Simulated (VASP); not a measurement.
# CoTeH (P6_3/mmc) in VASP: a series of runs, part 2 of 2

VASP 6.6.1. Earlier steps stand in the parts before.

## (4) Relaxation of cell and atoms, PBE

This run uses another cell than the first one, of 12.92 Å³/atom.

Input file INCAR:

```
SYSTEM = CoTeH
ALGO = Normal
EDIFF = 1E-6
EDIFFG = -0.01
ENCUT = 600
GGA = PE
IBRION = 2
ISIF = 3
ISMEAR = 0
LASPH = .True.
LCHARG = .False.
LREAL = .False.
LWAVE = .False.
NELM = 80
NSW = 100
PREC = Accurate
SIGMA = 0.1
```

Input file KPOINTS:

```
k-points
0
Gamma
  12 12 4
  0 0 0
```

Input file POSCAR:

```
CoTeH
1.0
    3.1498487432      0.0000000000      0.0000000000
   -1.5749243716      2.7278490297      0.0000000000
    0.0000000000      0.0000000000      9.0235080205
Co Te H
2 2 2
Direct
    0.3333333333      0.6666666667      0.2500000000
    0.6666666667      0.3333333333      0.7500000000
    0.0000000000      0.0000000000      0.0000000000
    0.0000000000      0.0000000000      0.5000000000
    0.0000000000      0.0000000000      0.2500000000
    0.0000000000      0.0000000000      0.7500000000
```

On the command line:

```sh
$ cat potpaw_PBE.64/Co/POTCAR potpaw_PBE.64/Te/POTCAR potpaw_PBE.64/H/POTCAR > POTCAR
$ mpirun -np 1 vasp_std > vasp.out
```

Run time: 4.2 min. Hardware: 1 thread of Intel Xeon 6975P-C (Granite Rapids), shared host; peak memory 0.3 GiB.

Results (log left out):

- Free energy: -23.7567 eV
- Relaxed volume: 12.97 Å³/atom
- Relaxed cell: a = 3.163 Å, b = 3.163 Å, c = 8.980 Å, α = 90.00°, β = 90.00°, γ = 120.00°
- Space group after relaxing (to 0.1 Å): P6_3/mmc (No. 194)
- Energy gained by relaxing: 0.2 meV/atom
- Ionic steps: 8
- Pressure after relaxing: 0.0 GPa
- Band gap on the k mesh: zero (bands 16 and 17 overlap by 3.56 eV)

The path:
```csv
step,energy change (eV),largest force (eV/Å),pressure (GPa),volume (Å³)
1,0.0000,0.0000,0.42,77.53
2,-0.0009,0.0000,0.01,77.92
3,-0.0009,0.0000,-0.28,78.09
4,-0.0009,0.0000,-0.37,78.03
5,-0.0009,0.0000,-0.34,77.97
6,-0.0009,0.0000,-0.25,77.95
7,-0.0014,0.0000,-0.10,77.87
8,-0.0015,0.0000,-0.03,77.82
```

Final structure:
```
CELL_PARAMETERS angstrom
3.16322 0.00000 0.00000
-1.58161 2.73943 0.00000
0.00000 0.00000 8.98022
ATOMIC_POSITIONS crystal
Co 0.33333 0.66667 0.25000
Co 0.66667 0.33333 0.75000
Te 0.00000 0.00000 0.00000
Te 0.00000 0.00000 0.50000
H 0.00000 0.00000 0.25000
H 0.00000 0.00000 0.75000
```

Levels at points of the mesh, in eV from the Fermi level:
| k point | band 12 | band 13 | band 14 | band 15 | band 16 | band 17 | band 18 | band 19 | band 20 |
| --- | --- | --- | --- | --- | --- | --- | --- | --- | --- |
| (0.00, 0.00, 0.00) | -0.91 | -0.82 | -0.82 | -0.11 | 3.39 | 3.39 | 3.51 | 3.51 | 3.77 |
| (0.50, 0.00, 0.00) | -0.99 | -0.80 | -0.45 | -0.35 | -0.18 | 0.01 | 1.05 | 1.09 | 1.50 |
| (0.00, 0.00, 0.50) | -0.86 | -0.86 | -0.86 | 0.95 | 0.95 | 3.45 | 3.45 | 3.45 | 3.45 |
| (0.50, 0.00, 0.50) | -1.36 | -0.58 | -0.58 | -0.36 | -0.36 | 0.79 | 0.79 | 1.38 | 1.38 |

Caveat: spin-orbit coupling is left out, which moves the levels of the heavy elements; the run has no spin polarisation, though such a crystal can be magnetic.

## (5) Single point, PBE, collinear spin, antiferromagnetic start

This run uses another cell than the first one, of 21.73 Å³/atom.

Input file INCAR:

```
SYSTEM = CoTeH
PREC = Accurate ; ENCUT = 520
EDIFF = 1E-6 ; ISMEAR = 0
SIGMA = 0.1 ; LREAL = .FALSE.
LASPH = .TRUE. ; NELM = 150
ALGO = Normal ; ISIF = 2
LWAVE = .FALSE. ; LCHARG = .TRUE.
ISPIN = 2 ; MAGMOM = -3 3 0 0 0 0
LORBIT = 11 ; LMAXMIX = 4
GGA = PE ; LELF = .TRUE.
LVHAR = .TRUE. ; NBANDS = 29
```

Input file KPOINTS:

```
Automatic mesh
0
G
  6 6 4
  0 0 0
```

Input file POSCAR:

```
CoTeH
1.0
    4.9710112300      0.0000000000      0.0000000000
   -2.4855056100      4.3050220100      0.0000000000
    0.0000000000      0.0000000000      6.0930305400
Co Te H
2 2 2
Direct
    0.3333333300      0.6666666700      0.2500000000
    0.6666666700      0.3333333300      0.7500000000
    0.0000000000      0.0000000000      0.0000000000
    0.0000000000      0.0000000000      0.5000000000
    0.0000000000      0.0000000000      0.2500000000
    0.0000000000      0.0000000000      0.7500000000
```

On the command line:

```sh
$ cat potpaw_PBE.64/Co/POTCAR potpaw_PBE.64/Te/POTCAR potpaw_PBE.64/H/POTCAR > POTCAR
$ mpirun -np 1 vasp_std > vasp.out
```

It took 1.9 min on 1 thread of Intel Xeon 6975P-C (Granite Rapids), shared host; peak memory 0.39 GiB.

Results (log left out):

```
Free energy                                           : -15.3973 eV
Pressure                                              : 12.0 GPa
Band gap on the k mesh                                : zero (filled and empty bands overlap)
Net moment                                            : 0.00 μB per cell
Site moments                                          : Co -2.05, +2.05; Te +0.00; H -0.00, +0.00 μB
Valence electrons inside the program's atomic spheres : Co 7.64; Te 3.59; H 0.75
```

Stress tensor (GPa, compression positive):
```
-7.13  0.00  0.00
 0.00 -7.13  0.00
 0.00  0.00 50.22
```

Levels at points of the mesh, in eV from the Fermi level:
Spin up:
```
           k point  band 13  band 14  band 15  band 16  band 17  band 18  band 19  band 20
(0.00, 0.00, 0.00)    -1.08    -0.90     0.05     0.05     0.51     0.51     0.90     1.59
(0.50, 0.00, 0.00)    -1.06    -0.95    -0.21    -0.19     0.22     0.76     1.09     1.86
(0.00, 0.00, 0.50)    -1.10    -1.04    -0.92    -0.65     0.16     0.16     0.21     0.21
(0.50, 0.00, 0.50)    -1.60    -0.93    -0.31    -0.11     0.27     0.39     0.68     0.98
```
Spin down:
```csv
k point,band 13,band 14,band 15,band 16,band 17,band 18,band 19,band 20
"(0.00, 0.00, 0.00)",-1.08,-0.90,0.05,0.05,0.51,0.51,0.90,1.59
"(0.50, 0.00, 0.00)",-1.06,-0.95,-0.21,-0.19,0.22,0.76,1.09,1.86
"(0.00, 0.00, 0.50)",-1.10,-1.04,-0.92,-0.65,0.16,0.16,0.21,0.21
"(0.50, 0.00, 0.50)",-1.60,-0.93,-0.31,-0.11,0.27,0.39,0.68,0.98
```

Caveat: the stress differs along the axes, from -7 to 50 GPa; the antiferromagnetic order is the one typed at the start, and another may lie lower; spin-orbit coupling is left out, which moves the levels of the heavy elements.

## (6) The runs side by side

```csv
task,spin,cell,k mesh,cutoff (eV),gap on the mesh (eV),pressure (GPa),moment (μB)
single point,off,"a = 3.162, b = 3.162, c = 8.991 Å, angles 90.0, 90.0, 120.0°, 6 atoms",12 × 12 × 4,520,none,-0.1,-
single point,"collinear, antiferromagnetic start","a = 3.150, b = 3.150, c = 9.024 Å, angles 90.0, 90.0, 120.0°, 6 atoms",6 × 6 × 4,520,none,0.3,0.00
relaxation of cell and atoms,off,"relaxed from a = 3.150, b = 3.150, c = 9.024 Å, angles 90.0, 90.0, 120.0°, 6 atoms",12 × 12 × 4,600,none,0.0,-
single point,"collinear, antiferromagnetic start","a = 4.971, b = 4.971, c = 6.093 Å, angles 90.0, 90.0, 120.0°, 6 atoms",6 × 6 × 4,520,none,12.0,0.00
```

Alike in all rows: level PBE; potentials or basis VASP PAW PBE potentials, release 64 (Co, Te, H); smearing gaussian 0.1 eV.

Caveats: some runs use coarse meshes; spin-orbit coupling is left out, which moves the levels of the heavy elements; the stress differs along the axes, from -7 to 50 GPa (at least some runs); the antiferromagnetic order is the one typed at the start, and another may lie lower (at least some runs).

Absolute energies hang on the potentials; compare differences alone.
